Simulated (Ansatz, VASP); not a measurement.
# Two plane-wave programs on Nb

```
Nb
1.0
     2.87011    0.00000    0.00000
    -1.43505    2.48559    0.00000
     0.00000    0.00000    5.24184
Nb
2
Direct
  0.33333 0.66667 0.25000
  0.66667 0.33333 0.75000
```

Alike in both runs: functional PBE; k mesh 12 × 12 × 7; occupations fermi-dirac, width 0.1 eV; no spin polarisation.

Ansatz relaxed the structure, and its values are those at the end. VASP's run is a single point on that final structure, the one shown.

```csv
,VASP,Ansatz
version,VASP 6.6.1,Ansatz 0.2.0
potentials or method,"VASP PAW PBE potentials, release 64 (Nb_sv), cutoff 520 eV","plane waves (420 eV) with PAW, scalar-relativistic"
valence electrons in the cell,26,26
```

```csv
,VASP,Ansatz,Ansatz less VASP
pressure (GPa),-0.3,0.0,+0.31
```
